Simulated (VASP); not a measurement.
## Y: single point with r2SCAN

Y:

```xyz
1
Lattice="-2.0331 2.0331 2.0331 2.0331 -2.0331 2.0331 2.0331 2.0331 -2.0331" Properties=species:S:1:pos:R:3 pbc="T T T"
Y     0.0000    0.0000    0.0000
```

This isn't the form of Y at room conditions, which is hcp.

```json
{"Program": "VASP 6.6.1", "Task": "single point", "Functional": "r2SCAN", "Potentials or basis": "VASP PAW PBE potentials, release 64 (Y_sv)", "Cutoff": "520 eV", "k mesh": "14 × 14 × 14", "Occupations": "gaussian, width 0.05 eV", "Spin": "no spin polarisation", "Dipole correction": "no", "Further INCAR settings": "ALGO = Normal; EDIFF = 1e-06; NBANDS = 12"}
```

- Pressure: 0.1 GPa
- Band gap on the k mesh: zero (an odd number of electrons rules out a gap without spin polarisation)

Levels at points of the mesh, in eV from the Fermi level:
```csv
k point,band 3,band 4,band 5,band 6,band 7,band 8
"(0.00, 0.00, 0.00)",-23.50,-23.50,-5.00,1.96,1.96,1.96
"(0.50, 0.00, 0.00)",-23.67,-23.51,-1.99,0.38,0.52,3.75
"(0.50, 0.50, 0.50)",-23.86,-23.86,-1.53,-1.53,5.51,5.51
```

It took 4.6 min on 1 thread of Intel Xeon 8259CL, with other jobs on the host, peak memory 0.21 GiB.

Caveat: the PAW data sets were made with another functional, which shifts forces and pressure a little.
